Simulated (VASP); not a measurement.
# K2S (Fm-3m) in VASP: further runs, part 2 of 2

VASP 6.6.1. Earlier steps stand in the parts before.

## 4. Single point, PBE

This run uses another cell than the first one, of 34.64 Å³/atom.

INCAR reads:

```
PREC = Accurate
ENCUT = 500
EDIFF = 1E-6
ISMEAR = 0
SIGMA = 0.05
LREAL = F
LASPH = T
NELM = 120
ALGO = Normal
ISIF = 2
LWAVE = F
LCHARG = T
GGA = PE
LELF = T
LVHAR = T
NBANDS = 19
ISYM = 0
GGA_COMPAT = F
```

KPOINTS reads:

```
Automatic mesh
0
Gamma
  8 8 8
```

POSCAR reads:

```
K2S
1.0
    0.0000000000      3.7314651785      3.7314651785
    3.7314651785      0.0000000000      3.7314651785
    3.7314651785      3.7314651785      0.0000000000
K S
2 1
Direct
    0.2500000000      0.2500000000      0.2500000000
    0.7500000000      0.7500000000      0.7500000000
    0.0000000000      0.0000000000      0.0000000000
```

Potentials or basis: VASP PAW PBE potentials, release 64 (K_sv, S).

On the command line:

```bash
> cat potpaw_PBE.64/K_sv/POTCAR potpaw_PBE.64/S/POTCAR > POTCAR
> mpirun -np 1 vasp_std > vasp.out
```

OUTCAR:

```text
PREC = Accurate
   ENCUT = 500
   EDIFF = 1E-6
   ISMEAR = 0
   LREAL = F
   LASPH = T
   NELM = 120
   ISIF = 2
   GGA = PE
   ISYM = 0

 ion  position               nearest neighbor table
   1  0.250  0.250  0.250-   3 3.23   3 3.23   3 3.23   3 3.23   2 3.73   2 3.73   2 3.73   2 3.73
                             2 3.73   2 3.73
   2  0.750  0.750  0.750-   3 3.23   3 3.23   3 3.23   3 3.23   1 3.73   1 3.73   1 3.73   1 3.73
                             1 3.73   1 3.73
   3  0.000  0.000  0.000-   2 3.23   2 3.23   2 3.23   1 3.23   1 3.23   1 3.23   2 3.23   1 3.23

IMPORTANT INFORMATION: All symmetrisations will be switched off!
NOSYMM: (Re-)initialisation of all symmetry stuff for point group C_1.

----------------------------------------------------------------------------------------

                                     Primitive cell

  volume of cell :     103.9126

  direct lattice vectors                    reciprocal lattice vectors
     0.000000000  3.731465179  3.731465179    -0.133995623  0.133995623  0.133995623
     3.731465179  0.000000000  3.731465179     0.133995623 -0.133995623  0.133995623
     3.731465179  3.731465179  0.000000000     0.133995623  0.133995623 -0.133995623

  length of vectors
     5.277088663  5.277088663  5.277088663     0.232087226  0.232087226  0.232087226

  position of ions in fractional coordinates (direct lattice)
     0.250000000  0.250000000  0.250000000
     0.750000000  0.750000000  0.750000000
     0.000000000  0.000000000  0.000000000

  ion indices of the primitive-cell ions
   primitive index   ion index
                 1           1
                 2           2
                 3           3

----------------------------------------------------------------------------------------

 KPOINTS: Automatic mesh

Automatic generation of k-mesh.
 Grid dimensions read from file:
 generate k-points for:    8    8    8

 Generating k-lattice:

  Cartesian coordinates                     Fractional coordinates (reciprocal lattice)
    -0.016749453  0.016749453  0.016749453     0.125000000  0.000000000  0.000000000
     0.016749453 -0.016749453  0.016749453     0.000000000  0.125000000  0.000000000
     0.016749453  0.016749453 -0.016749453     0.000000000  0.000000000  0.125000000

  Length of vectors
     0.029010903  0.029010903  0.029010903

  Shift w.r.t. Gamma in fractional coordinates (k-lattice)
     0.000000000  0.000000000  0.000000000

 Subroutine IBZKPT returns following result:
 ===========================================

 Found    260 irreducible k-points:

 Following reciprocal coordinates:
            Coordinates               Weight
  0.000000  0.000000  0.000000      1.000000
  0.125000  0.000000  0.000000      2.000000
  0.000000  0.125000  0.000000      2.000000
  0.000000  0.000000  0.125000      2.000000
  0.125000  0.125000  0.125000      2.000000
  0.250000  0.000000  0.000000      2.000000
[... 16 lines left out ...]
  0.125000  0.000000  0.250000      2.000000
  0.125000  0.125000 -0.125000      2.000000
 [... further k-points ...]
   k-points           NKPTS =    260   k-points in BZ     NKDIM =    260   number of bands    NBANDS=     19
   number of dos      NEDOS =    301   number of ions     NIONS =      3
   total plane-waves  NPLWV =  64000
   dimension x,y,z NGX =    40 NGY =   40 NGZ =   40
   dimension x,y,z NGXF=    80 NGYF=   80 NGZF=   80
   ions per type =               2   1
   NGX,Y,Z   is equivalent  to a cutoff of  12.60, 12.60, 12.60 a.u.
   NGXF,Y,Z  is equivalent  to a cutoff of  25.20, 25.20, 25.20 a.u.
 SYSTEM =  unknown system
   PREC   = accura    normal or accurate (medium, high low for compatibility)
   ISTART =      0    job   : 0-new  1-cont  2-samecut
   ICHARG =      2    charge: 1-file 2-atom 10-const
   ISPIN  =      1    spin polarized calculation?
   LNONCOLLINEAR =      F non collinear calculations
   LSORBIT =      F    spin-orbit coupling
   LASPH  =      T    aspherical Exc in radial PAW
   ENCUT  =  500.0 eV  36.75 Ry    6.06 a.u.   9.62  9.62  9.62*2*pi/ulx,y,z
   NELM   =    120;   NELMIN=  2; NELMDL= -5     # of ELM steps
   EDIFF  = 0.1E-05   stopping-criterion for ELM
   LREAL  =      F    real-space projection
   EDIFFG = 0.1E-04   stopping-criterion for IOM
   NSW    =      0    number of steps for IOM
   IBRION =     -1    ionic relax: 0-MD 1-quasi-New 2-CG
   NFREE  =      0    steps in history (QN), initial steepest desc. (CG)
   ISIF   =      2    stress and relaxation
   ISYM   =      0    0-nonsym 1-usesym 2-fastsym
   POTIM  = 0.5000    time-step for ionic-motion
   TEBEG  =    0.0;   TEEND  =   0.0 temperature during run
   PSTRESS=    0.0 pullay stress
   NELECT =      24.0000    total number of electrons
   NUPDOWN=      -1.0000    fix difference up-down
   EMIN   =  10.00;   EMAX   =-10.00  energy-range for DOS
   EFERMI =   0.00;   METHOD = LEGACY
   ISMEAR =     0;   SIGMA  =   0.05  broadening in eV -4-tet -1-fermi 0-gaus
   EFERMI_NEDOS =   21; number of points for ismear=-14 and -15
   IALGO  =     38    algorithm
   IMIX   =      4    mixing-type and parameters
     AMIX     =   0.40;   BMIX     =  1.00
     AMIX_MAG =   1.60;   BMIX_MAG =  1.00
  volume/ion in A,a.u.               =      34.64       233.75
  Fermi-wavevector in a.u.,A,eV,Ry     =   1.004437  1.898110 13.726820  1.008893
  Thomas-Fermi vector in A             =   2.137052
   LORBIT       =      0    0 simple, 1 ext, 2 COOP (PROOUT), +10 PAW based schemes
   GGA     = PE    functional components
   LHFCALC =     F    Hartree Fock is set to
   AEXX    =    0.0000 exact exchange contribution
   IVDW    =     0    specifies the selected vdW correction
   LEPSILON=     F    determine dielectric tensor
   LRPA    =     F    only Hartree local field effects (RPA)
 non-spin polarized calculation
 Gauss-broadening in eV      SIGMA  =   0.05
  energy-cutoff  :      500.00
  volume of cell :      103.91
 maximum number of plane-waves:      2685
 NGX is ok and might be reduce to    40
   NGX = 19   NGY = 19   NGZ = 19

 number of electron      24.0000000 magnetization

 Free energy of the ion-electron system (eV)
  ---------------------------------------------------
  ext. energy  EPLUGINS =         0.00000000
  ---------------------------------------------------
  free energy    TOTEN  =        -9.42079468 eV

  energy without entropy =       -9.42079468  energy(sigma->0) =       -9.42079468

 E-fermi :  -0.1535     XC(G=0):  -7.2519

 val. band max:       -0.4243126284   @ k =   0.0000   0.5000   0.5000
 cond. band min:       1.8963322227   @ k =   0.0000   0.0000   0.0000
 fundamental gap:      2.3206448512
 Fermi energy:        -0.1534564314

 k-point     1 :       0.0000    0.0000    0.0000
  band No.  band energies     occupation
      1     -29.6892      2.00000
      2     -29.6143      2.00000
      3     -13.2757      2.00000
      4     -13.2757      2.00000
      5     -13.2757      2.00000
      6     -13.0533      2.00000
[... 11 lines left out ...]
     18       6.9673      0.00000
     19       7.8662      0.00000

 k-point     2 :       0.1250    0.0000    0.0000
  band No.  band energies     occupation
      1     -29.6862      2.00000
      2     -29.6171      2.00000
      3     -13.2721      2.00000
      4     -13.2683      2.00000
      5     -13.2683      2.00000
      6     -13.0758      2.00000
[... 11 lines left out ...]
     18       7.0648      0.00000
     19       7.5887      0.00000

 k-point     3 :       0.0000    0.1250    0.0000
  band No.  band energies     occupation
      1     -29.6862      2.00000
      2     -29.6171      2.00000
      3     -13.2721      2.00000
      4     -13.2683      2.00000
      5     -13.2683      2.00000
      6     -13.0758      2.00000
[... 434 lines left out ...]
      1     -29.6792      2.00000
      2     -29.6236      2.00000
      3     -13.2885      2.00000
      4     -13.2835      2.00000
      5     -13.1933      2.00000
      6     -13.1817      2.00000
[... 11 lines left out ...]
     18       6.9821      0.00000
     19       7.3660      0.00000

 k-point    24 :       0.1250    0.1250   -0.1250
  band No.  band energies     occupation
      1     -29.6792      2.00000
      2     -29.6236      2.00000
      3     -13.2885      2.00000
      4     -13.2835      2.00000
      5     -13.1933      2.00000
      6     -13.1817      2.00000
[... 11 lines left out ...]
     18       6.9821      0.00000
     19       7.3660      0.00000

 [... further k-points ...]

------------------------ aborting loop because EDIFF is reached ----------------------------------------

  FORCE on cell =-STRESS in cart. coord.  units (eV):
  Direction    XX          YY          ZZ          XY          YZ          ZX
  --------------------------------------------------------------------------------------
  -------------------------------------------------------------------------------------
  Total        0.0164562      0.0164589      0.0164588     -0.0000017      0.0000009     -0.0000018
  in kB        0.2537300      0.2537713      0.2537703     -0.0000259      0.0000139     -0.0000271
  external PRESSURE =       0.2537572 kB  Pullay stress =       0.0000000 kB

 VOLUME and BASIS-vectors are now :
 -----------------------------------------------------------------------------
  energy-cutoff  :      500.00
  volume of cell :      103.91
      direct lattice vectors                 reciprocal lattice vectors
     0.000000000  3.731465179  3.731465179    -0.133995623  0.133995623  0.133995623
     3.731465179  0.000000000  3.731465179     0.133995623 -0.133995623  0.133995623
     3.731465179  3.731465179  0.000000000     0.133995623  0.133995623 -0.133995623

 POSITION                                       TOTAL-FORCE (eV/Angst)
 -----------------------------------------------------------------------------------
      1.86573      1.86573      1.86573         0.000003      0.000005      0.000003
      5.59720      5.59720      5.59720        -0.000004     -0.000008      0.000000
      0.00000      0.00000      0.00000         0.000001      0.000003     -0.000003
 -----------------------------------------------------------------------------------
    total drift:                               -0.000000     -0.000013      0.000000

  FREE ENERGIE OF THE ION-ELECTRON SYSTEM (eV)
  ---------------------------------------------------
  free  energy   TOTEN  =        -9.4207946783 eV

  energy  without entropy=       -9.4207946783  energy(sigma->0) =       -9.42079468
```

It took 12 min on 1 thread of Intel Xeon Platinum 8488C (Sapphire Rapids), shared host; peak memory 0.55 GiB.

Results:

| Item | Value |
| --- | --- |
| Free energy | -9.4208 eV |
| Pressure | 0.0 GPa |
| Band gap on the k mesh | 2.32 eV (least direct gap 2.49 eV) |

## 5. Overview

| cell | gap on the mesh (eV) | pressure (GPa) |
| --- | --- | --- |
| a = 5.312 Å, angles 60.0°, 3 atoms | 2.27 | -0.3 |
| a = 5.347 Å, angles 60.0°, 3 atoms | 2.22 | -0.6 |
| a = 5.277 Å, angles 60.0°, 3 atoms | 2.32 | 0.0 |

Alike in all rows: task single point; level PBE; potentials or basis VASP PAW PBE potentials, release 64 (K_sv, S); no spin polarisation; k mesh 8 × 8 × 8; cutoff (eV) 500; smearing gaussian 0.05 eV.

Total energies depend on the potentials used, so only differences within one code and one set of settings carry meaning.
